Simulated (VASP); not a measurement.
**Li: single point with revPBE**

Crystal: Li.

```
CELL_PARAMETERS angstrom
3.10555 0.00000 0.00000
-1.55277 2.68948 0.00000
0.00000 0.00000 10.12167
ATOMIC_POSITIONS crystal
Li 0.00000 0.00000 0.00000
Li 0.00000 0.00000 0.50000
Li 0.33333 0.66667 0.25000
Li 0.66667 0.33333 0.75000
```

This isn't the form of Li at room conditions, which is bcc.

```yaml
Program: VASP 6.6.1
Task: single point
Functional: revPBE
Potentials_or_basis: VASP PAW PBE potentials, release 64 (Li_sv)
Cutoff: 520 eV
k_mesh: 13 × 13 × 4
Occupations: fermi-dirac, width 0.1 eV
Spin: no spin polarisation
```

| Item | Value |
| --- | --- |
| Band gap on the k mesh | zero (bands 6 and 7 overlap by 4.03 eV) |

Levels at points of the mesh, in eV from the Fermi level:
```
           k point  band 4  band 5  band 6  band 7  band 8  band 9
(0.00, 0.00, 0.00)  -46.75   -3.53   -2.43   -2.43    0.01    2.80
(0.00, 0.00, 0.50)  -46.75   -3.26   -3.26   -1.10   -1.10    4.56
```

It took 50 s on 1 thread of Intel(R) Xeon(R) Platinum 8488C (Sapphire Rapids), on a shared host, peak memory 0.21 GiB.
